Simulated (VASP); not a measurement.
Here is a VASP 6.6.1 calculation.

File INCAR:

```
PREC = Accurate ; ENCUT = 520
EDIFF = 1E-7 ; ISMEAR = 0
SIGMA = 0.1 ; LREAL = F
LASPH = T ; NELM = 100
ALGO = Normal ; ISIF = 2
LWAVE = F ; LCHARG = T
LDIPOL = T ; IDIPOL = 3
DIPOL = 0.5 0.5 0.293 ; GGA = PE
IVDW = 12 ; LELF = T
LVHAR = T ; LVACPOTAV = T
NBANDS = 13
```

File KPOINTS:

```
Automatic mesh
0
Gamma
  24 24 1
```

POSCAR

```
S
1.0
    2.3641734249      0.0000000000      0.0000000000
    0.0000000000      2.3462456023      0.0000000000
    0.0000000000      0.0000000000     30.7300000000
S
2
Direct
    0.5000000000      0.5000000000      0.2371858195
    0.0000000000      0.5000000000      0.3485610077
```

Potentials or basis: VASP PAW PBE potentials, release 64 (S).

The run is started by

```sh
$ cat potpaw_PBE.64/S/POTCAR > POTCAR
$ mpirun -np 1 vasp_std > vasp.out
```

Q: What does it give for the band gap on the k mesh?

A: Zero (band 6 reaches 1.27 eV, above the bottom of band 7 at -4.63 eV).

Q: Estimate the largest force.

A: 0.042 eV/Å.

Q: What does it give for the dispersion energy per atom?

A: -0.229 eV.

Forces on the atoms (eV/Å):
```
S    0.000  0.000 -0.042
S    0.000  0.000  0.042
```
